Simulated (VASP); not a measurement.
Runs of VASP 6.6.1 on W. The structure is that of space group Fm-3m (No. 225), or close to it. The cells are those of the table. 

```csv
cell,gap on the mesh (eV),pressure (GPa)
"a = 2.922, b = 2.922, c = 2.871 Å, angles 60.6, 60.6, 58.9°, 1 atom",none,(c)
"a = 2.814, b = 2.814, c = 2.871 Å, angles 59.3, 59.3, 61.3°, 1 atom",none,(a)
"a = 2.842, b = 2.842, c = 2.871 Å, angles 59.7, 59.7, 60.7°, 1 atom",none,-6.8
"a = 2.914, b = 2.914, c = 2.871 Å, angles 60.5, 60.5, 59.0°, 1 atom",none,-19.2
"a = 2.857, b = 2.857, c = 2.871 Å, angles 59.8, 59.8, 60.3°, 1 atom",none,-9.6
"a = 2.900, b = 2.900, c = 2.871 Å, angles 60.3, 60.3, 59.3°, 1 atom",none,-16.9
"a = 2.885, b = 2.885, c = 2.871 Å, angles 60.2, 60.2, 59.7°, 1 atom",none,-14.6
"a = 2.929, b = 2.929, c = 2.871 Å, angles 60.7, 60.7, 58.7°, 1 atom",none,(b)
```

Alike in all rows: task single point; level PBEsol; potentials or basis VASP PAW PBE potentials, release 64 (W_sv); no spin polarisation; k mesh 20 × 20 × 20; cutoff (eV) 520; smearing gaussian 0.15 eV.

Fill in the values left out.

(a) -0.9; (b) -21.3; (c) -20.2.

Caveats: the PAW data sets were made with another functional, which shifts forces and pressure a little; spin-orbit coupling is left out, which moves the levels of the heavy elements.

A k mesh can miss the band edges, and the runs leave out spin-orbit coupling on W.

A gap of «none» marks levels without a gap at the run's occupations.
